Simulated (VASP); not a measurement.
Input of a VASP 6.6.1 run:

The input POSCAR:

```
MgS
1.0
    6.5256348140      0.0000000000      0.0000000000
    0.0000000000      6.5256348140      0.0000000000
    0.0000000000      0.0000000000      6.5256348140
Mg S
8 8
Direct
    0.0047921774      0.0193766589     -0.0145383557
    0.0123077681     -0.0391014832      0.5131113057
   -0.0312579551      0.4989151390     -0.0207273321
    0.0217244765      0.5300417658      0.5069227890
    0.4931248977     -0.0309464145      0.0487063725
    0.5034025185      0.0368407070      0.5446739055
    0.4668897489      0.4669980909     -0.0204268249
    0.5020542971      0.4624411396      0.4506238985
    0.2519197054      0.2675571113      0.2762891353
    0.2652238517      0.2733203820      0.7378048477
    0.2622836013      0.7811419341      0.2301869539
    0.1998371097      0.7637629353      0.7216128598
    0.7801323772      0.2250720492      0.2201816438
    0.7411845955      0.2548470834      0.7476213639
    0.7354056941      0.7279514002      0.2642591946
    0.7844530296      0.7483722487      0.7957170678
```

The input INCAR.step1:

```
SYSTEM = MgS
  PREC = Accurate
  ENCUT = 520
  ISMEAR = -1
  SIGMA = 0.112
  LREAL = Auto
  LASPH = .True.
  NELM = 60
  NBANDS = 46
  GGA = PE
  ALGO = Normal
  EDIFF = 1E-4
  LWAVE = .True.
  LCHARG = .False.
```

The input INCAR.step2:

```
SYSTEM = MgS
  PREC = Accurate
  ENCUT = 520
  EDIFF = 1E-6
  ISMEAR = -1
  SIGMA = 0.112
  LREAL = Auto
  LASPH = .True.
  NELM = 60
  ALGO = Normal
  ISIF = 2
  LWAVE = .False.
  LCHARG = .False.
  METAGGA = R2SCAN
  LMIXTAU = .True.
  NBANDS = 46
  ISTART = 1
```

Contents of KPOINTS:

```
Automatic mesh
0
Gamma
  2 2 2
  0 0 0
```

Potentials or basis: VASP PAW PBE potentials, release 64 (Mg, S).

Run with:

```bash
$ cat potpaw_PBE.64/Mg/POTCAR potpaw_PBE.64/S/POTCAR > POTCAR
$ cp INCAR.step1 INCAR
$ mpirun -np 1 vasp_std > vasp.out
$ cp INCAR.step2 INCAR
$ mpirun -np 1 vasp_std > vasp.out
```

**Question.** Predict the largest force.

**Answer.** 2.947 eV/Å.

**Question.** Estimate the band gap on the k mesh.

**Answer.** 0.80 eV, direct.

Forces in eV/Å, atoms in the order of the input:
```
Mg  -0.102 -0.531  0.152
Mg  -1.359  1.598 -1.601
Mg   0.052 -0.162  0.843
Mg  -0.733 -1.142 -0.732
Mg   1.609  0.587 -0.449
Mg  -0.042 -1.132 -0.216
Mg   0.632  0.348  0.211
Mg   1.000  1.141  0.402
S    0.337  0.445 -0.181
S   -0.683 -0.017  1.387
S   -1.297 -0.281 -0.853
S    2.924 -0.006  0.366
S    0.046 -0.731 -0.337
S   -0.107  0.114 -1.421
S    0.013 -1.143  2.163
S   -2.289  0.913  0.267
```

Caveat: the k points lie up to 0.48 Å⁻¹ apart; the PAW data sets were made with another functional, which shifts forces and pressure a little. r2SCAN opens gaps a little over a GGA but as a rule still falls short of measured ones.
